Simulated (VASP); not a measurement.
# K (Im-3m) in VASP: notebook

The runs below take K through single point, with LDA.

Everything below comes from runs of VASP 6.6.1. Logs are shortened: lines on timing, memory, paths and dates and some standing lists are left out, and cuts for length are marked.

### 1 The cell of the first run

The structure is cubic, space group Im-3m (No. 229). Conventional cell: a = 5.225 Å, b = 5.225 Å, c = 5.225 Å, α = 90.00°, β = 90.00°, γ = 90.00°.

### 2 Single point, LDA

Input file INCAR:

```
PREC = Accurate ; ENCUT = 500
EDIFF = 1E-6 ; ISMEAR = -1
SIGMA = 0.05 ; LREAL = False
LASPH = True ; NELM = 120
ALGO = Normal ; ISIF = 2
LWAVE = False ; LCHARG = False
GGA = CA ; NBANDS = 10
GGA_COMPAT = False
```

Input file KPOINTS:

```
Automatic mesh
0
Gamma
  8 8 8
```

Input file POSCAR:

```
K
1.0
   -2.6125000000      2.6125000000      2.6125000000
    2.6125000000     -2.6125000000      2.6125000000
    2.6125000000      2.6125000000     -2.6125000000
K
1
Direct
    0.0000000000      0.0000000000      0.0000000000
```

Potentials or basis: VASP PAW LDA potentials, release 64 (K_sv).

Run with:

```sh
> cat potpaw_LDA.64/K_sv/POTCAR > POTCAR
> mpirun -np 1 vasp_std > vasp.out
```

OUTCAR:

```text
PREC = Accurate
   ENCUT = 500
   EDIFF = 1E-6
   ISMEAR = -1
   LREAL = False
   LASPH = True
   NELM = 120
   ISIF = 2
   GGA = CA

 ion  position               nearest neighbor table
   1  0.000  0.000  0.000-

  LATTYP: Found a body centered cubic cell.
 ALAT       =     5.2250000000

  Lattice vectors:

 A1 = (  -2.6125000000,   2.6125000000,   2.6125000000)
 A2 = (   2.6125000000,  -2.6125000000,   2.6125000000)
 A3 = (   2.6125000000,   2.6125000000,  -2.6125000000)

Analysis of symmetry for initial positions (statically):
=====================================================================
 Subroutine PRICEL returns:
 Original cell was already a primitive cell.

 Routine SETGRP: Setting up the symmetry group for a
 body centered cubic supercell.

 Subroutine GETGRP returns: Found 48 space group operations
 (whereof 48 operations were pure point group operations)
 out of a pool of 48 trial point group operations.

The static configuration has the point symmetry O_h .

Analysis of symmetry for dynamics (positions and initial velocities):
=====================================================================
 Subroutine PRICEL returns:
 Original cell was already a primitive cell.

 Routine SETGRP: Setting up the symmetry group for a
 body centered cubic supercell.

 Subroutine GETGRP returns: Found 48 space group operations
 (whereof 48 operations were pure point group operations)
 out of a pool of 48 trial point group operations.

The dynamic configuration has the point symmetry O_h .

 Subroutine INISYM returns: Found 48 space group operations
 (whereof 48 operations are pure point group operations),
 and found     1 'primitive' translations

----------------------------------------------------------------------------------------

                                     Primitive cell

  volume of cell :      71.3229

  direct lattice vectors                    reciprocal lattice vectors
    -2.612500000  2.612500000  2.612500000     0.000000000  0.191387560  0.191387560
     2.612500000 -2.612500000  2.612500000     0.191387560  0.000000000  0.191387560
     2.612500000  2.612500000 -2.612500000     0.191387560  0.191387560  0.000000000

  length of vectors
     4.524982735  4.524982735  4.524982735     0.270662883  0.270662883  0.270662883
[... 74 lines left out ...]
   LNONCOLLINEAR =      F non collinear calculations
   LSORBIT =      F    spin-orbit coupling
   LASPH  =      T    aspherical Exc in radial PAW
   ENCUT  =  500.0 eV  36.75 Ry    6.06 a.u.   8.25  8.25  8.25*2*pi/ulx,y,z
   NELM   =    120;   NELMIN=  2; NELMDL= -5     # of ELM steps
   EDIFF  = 0.1E-05   stopping-criterion for ELM
   LREAL  =      F    real-space projection
   EDIFFG = 0.1E-04   stopping-criterion for IOM
   NSW    =      0    number of steps for IOM
   IBRION =     -1    ionic relax: 0-MD 1-quasi-New 2-CG
   NFREE  =      0    steps in history (QN), initial steepest desc. (CG)
   ISIF   =      2    stress and relaxation
   ISYM   =      2    0-nonsym 1-usesym 2-fastsym
   POTIM  = 0.5000    time-step for ionic-motion
   TEBEG  =    0.0;   TEEND  =   0.0 temperature during run
   PSTRESS=    0.0 pullay stress
   NELECT =       9.0000    total number of electrons
   NUPDOWN=      -1.0000    fix difference up-down
   EMIN   =  10.00;   EMAX   =-10.00  energy-range for DOS
   EFERMI =   0.00;   METHOD = LEGACY
   ISMEAR =    -1;   SIGMA  =   0.05  broadening in eV -4-tet -1-fermi 0-gaus
   EFERMI_NEDOS =   21; number of points for ismear=-14 and -15
   IALGO  =     38    algorithm
   IMIX   =      4    mixing-type and parameters
     AMIX     =   0.40;   BMIX     =  1.00
     AMIX_MAG =   1.60;   BMIX_MAG =  1.00
  volume/ion in A,a.u.               =      71.32       481.31
  Fermi-wavevector in a.u.,A,eV,Ry     =   0.821131  1.551714  9.173822  0.674257
  Thomas-Fermi vector in A             =   1.932236
   LORBIT       =      0    0 simple, 1 ext, 2 COOP (PROOUT), +10 PAW based schemes
   GGA     = CA    functional components
   LHFCALC =     F    Hartree Fock is set to
   AEXX    =    0.0000 exact exchange contribution
   IVDW    =     0    specifies the selected vdW correction
   LEPSILON=     F    determine dielectric tensor
   LRPA    =     F    only Hartree local field effects (RPA)
 non-spin polarized calculation
  energy-cutoff  :      500.00
  volume of cell :       71.32
 maximum number of plane-waves:      1865
 NGX is ok and might be reduce to    36
   NGX = 17   NGY = 17   NGZ = 17

 number of electron       9.0000000 magnetization

 Free energy of the ion-electron system (eV)
  ---------------------------------------------------
  ext. energy  EPLUGINS =         0.00000000
  ---------------------------------------------------
  free energy    TOTEN  =        -1.15335264 eV

  energy without entropy =       -1.14422767  energy(sigma->0) =       -1.14879015

 E-fermi :  -0.2083     XC(G=0):  -5.9491

 val. band max:       -0.2748964065   @ k =   0.2500   0.2500   0.0000
 cond. band min:      -0.1321624872   @ k =   0.3750   0.1250   0.0000
 fundamental gap:      0.1427339193
 Fermi energy:        -0.2083487407

 k-point     1 :       0.0000    0.0000    0.0000
  band No.  band energies     occupation
      1     -32.0436      2.00000
      2     -15.7210      2.00000
      3     -15.7210      2.00000
      4     -15.7210      2.00000
      5      -2.4518      2.00000
      6       3.9437      0.00000
      7       3.9437      0.00000
      8       3.9437      0.00000
      9       4.8991      0.00000
     10       4.8991      0.00000
[... 287 lines left out ...]
 k-point    24 :      -0.3750    0.3750    0.2500
  band No.  band energies     occupation
      1     -32.0372      2.00000
      2     -15.7797      2.00000
      3     -15.7585      2.00000
      4     -15.7504      2.00000
      5      -0.1226      0.30487
      6       1.8322      0.00000
      7       3.1275      0.00000
      8       3.1518      0.00000
      9       4.3202      0.00000
     10       5.3645      0.00000

 [... further k-points ...]
[... 5 lines left out ...]
  --------------------------------------------------------------------------------------
  -------------------------------------------------------------------------------------
  Total       -0.1740893     -0.1740893     -0.1740893     -0.0000000      0.0000000     -0.0000000
  in kB       -3.9106924     -3.9106924     -3.9106924     -0.0000000      0.0000000     -0.0000000
  external PRESSURE =      -3.9106924 kB  Pullay stress =       0.0000000 kB

 VOLUME and BASIS-vectors are now :
 -----------------------------------------------------------------------------
  energy-cutoff  :      500.00
  volume of cell :       71.32
      direct lattice vectors                 reciprocal lattice vectors
    -2.612500000  2.612500000  2.612500000     0.000000000  0.191387560  0.191387560
     2.612500000 -2.612500000  2.612500000     0.191387560  0.000000000  0.191387560
     2.612500000  2.612500000 -2.612500000     0.191387560  0.191387560  0.000000000

 POSITION                                       TOTAL-FORCE (eV/Angst)
 -----------------------------------------------------------------------------------
      0.00000      0.00000      0.00000         0.000000      0.000000     -0.000000
 -----------------------------------------------------------------------------------
    total drift:                               -0.000000      0.000000      0.000000

  FREE ENERGIE OF THE ION-ELECTRON SYSTEM (eV)
  ---------------------------------------------------
  free  energy   TOTEN  =        -1.1533526419 eV

  energy  without entropy=       -1.1442276657  energy(sigma->0) =       -1.14879015
```

OSZICAR:

```text
N       E                     dE             d eps       ncg     rms          rms(c)
DAV:   1     0.513743132385E+02    0.51374E+02   -0.35045E+03   580   0.671E+02
DAV:   2     0.576610962222E+00   -0.50798E+02   -0.50005E+02   624   0.212E+02
DAV:   3    -0.111139574540E+01   -0.16880E+01   -0.16854E+01   864   0.295E+01
DAV:   4    -0.115293398414E+01   -0.41538E-01   -0.41523E-01   774   0.435E+00
DAV:   5    -0.115456708188E+01   -0.16331E-02   -0.16329E-02   896   0.543E-01    0.220E+00
DAV:   6    -0.115361309637E+01    0.95399E-03   -0.16343E-03   876   0.259E-01    0.137E+00
DAV:   7    -0.115332280589E+01    0.29029E-03   -0.28332E-03   840   0.312E-01    0.563E-02
DAV:   8    -0.115334398667E+01   -0.21181E-04   -0.19925E-04   800   0.147E-01    0.210E-02
DAV:   9    -0.115335302848E+01   -0.90418E-05   -0.11002E-05   748   0.280E-02    0.111E-02
DAV:  10    -0.115335264190E+01    0.38658E-06   -0.38241E-06   836   0.165E-02
   1 F= -.11533526E+01 E0= -.11487902E+01  d E =-.912498E-02
```

stdout:

```text
POSCAR found type information on POSCAR K
 POSCAR found :  1 types and       1 ions
 scaLAPACK will be used
 LDA part: xc-table for (Slater(with rela. corr.)+CA(PZ))
 , standard interpolation
 POSCAR, INCAR and KPOINTS ok, starting setup
 FFT: planning ... GRIDC
 FFT: planning ... GRID_SOFT
 FFT: planning ... GRID
 WAVECAR not read
 entering main loop
```

It took 12 s on 1 thread of Intel Xeon Platinum 8488C (Sapphire Rapids), shared host; peak memory 0.17 GiB.

Results:

```
Free energy : -1.1534 eV
Pressure    : -0.4 GPa
```

Levels at points of the mesh, in eV from the Fermi level:
```tsv
k point	band 2	band 3	band 4	band 5	band 6	band 7
(0.00, 0.00, 0.00)	-15.51	-15.51	-15.51	-2.24	4.15	4.15
(0.50, 0.00, 0.00)	-15.59	-15.54	-15.51	0.37	0.71	3.06
(0.50, 0.50, 0.50)	-15.57	-15.57	-15.57	1.63	1.63	3.50
```

### 3 Single point, LDA

Input file INCAR:

```
SYSTEM = K
ALGO = Normal ; EDIFF = 1E-6
ENCUT = 500 ; GGA = CA
GGA_COMPAT = .FALSE. ; ISIF = 2
ISMEAR = -1 ; LASPH = .TRUE.
LCHARG = .FALSE. ; LREAL = .FALSE.
LWAVE = .FALSE. ; NBANDS = 10
NELM = 120 ; PREC = Accurate
SIGMA = 0.05
```

Input file KPOINTS:

```
k-points
0
G
  8 8 8
  0 0 0
```

POSCAR is that of step 2.

Potentials or basis: VASP PAW LDA potentials, release 64 (K_sv).

Run with:

```sh
> cat potpaw_LDA.64/K_sv/POTCAR > POTCAR
> mpirun -np 1 vasp_std > vasp.out
```

Wall time 11 s (1 thread of Intel Xeon Platinum 8488C (Sapphire Rapids), shared host); peak memory 0.16 GiB.

The run converged. Its results:

* Free energy: -1.1534 eV
* Pressure: -0.4 GPa

Levels at points of the mesh, in eV from the Fermi level:
| k point | band 1 | band 2 | band 3 | band 4 | band 5 | band 6 | band 7 | band 8 |
| --- | --- | --- | --- | --- | --- | --- | --- | --- |
| (0.00, 0.00, 0.00) | -31.84 | -15.51 | -15.51 | -15.51 | -2.24 | 4.15 | 4.15 | 4.15 |
| (0.50, 0.00, 0.00) | -31.83 | -15.59 | -15.54 | -15.51 | 0.37 | 0.71 | 3.06 | 4.76 |
| (0.50, 0.50, 0.50) | -31.83 | -15.57 | -15.57 | -15.57 | 1.63 | 1.63 | 3.50 | 3.50 |
